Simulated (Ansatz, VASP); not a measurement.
Two plane-wave programs on Y

Contents of INCAR:

```
SYSTEM = Y
PREC = Accurate ; ENCUT = 500
EDIFF = 1E-6 ; ISMEAR = -1
SIGMA = 0.08617333262145177 ; LREAL = .FALSE.
LASPH = .TRUE. ; NELM = 120
ALGO = Normal ; ISIF = 2
LWAVE = .FALSE. ; LCHARG = .TRUE.
GGA = PE ; LELF = .TRUE.
LVHAR = .TRUE. ; NBANDS = 18
GGA_COMPAT = .FALSE.
```

Contents of KPOINTS:

```
regular mesh
0
G
  3 3 1
  0 0 0
```

The input POSCAR:

```
Y
1.0
    3.6514992371      0.0000000000      0.0000000000
   -1.8257496185      3.1622911012      0.0000000000
    0.0000000000      0.0000000000      5.7474000000
Y
2
Direct
    0.3333333333      0.6666666667      0.2500000000
    0.6666666667      0.3333333333      0.7500000000
```

Input for Ansatz:

```yaml
crystal:
  lattice:
    - [3.6514992371, 0.0, 0.0]
    - [-1.8257496185, 3.1622911012, 0.0]
    - [0.0, 0.0, 5.7474]
  atoms:
    - { symbol: "Y", position: [0.3333333333, 0.6666666667, 0.25] }
    - { symbol: "Y", position: [0.6666666667, 0.3333333333, 0.75] }
basis: {}
kpoints:
  mp_grid: { grid: [3, 3, 1] }
hamiltonian:
  xc: pbe
  pseudopotentials: { kind: paw, source: ansatz }
scf:
  occupations: { method: fermi_dirac, width: "1000 K" }
  n_extra_bands: 20
output:
  forces: false
  stress: true
  eigenvalues: true
```

Alike in both runs: task single point; functional PBE; k mesh 3 × 3 × 1; no spin polarisation.

|  | VASP | Ansatz |
| --- | --- | --- |
| version | VASP 6.6.1 | Ansatz 0.2.0 |
| potentials or method | VASP PAW PBE potentials, release 64 (Y_sv) | scalar-relativistic, plane waves, PAW (harder set) |
| plane-wave cutoff (eV) | 500 | 420 |
| occupations | fermi-dirac, width 0.0861733 eV | fermi-dirac |
| valence electrons in the cell | 22 | 22 |

```tsv
	VASP	Ansatz	Ansatz less VASP
gap on the k mesh at the Fermi level (eV)	none	none	-
pressure (GPa)	-3.6	-3.5	+0.08
traceless stress, the component that is largest in VASP (GPa)	-4.19	-4.19	-0.006
```

A gap of «none» marks a metal or a gap that the smearing closes.

The k mesh is coarse, so the values compare programs but aren't converged.
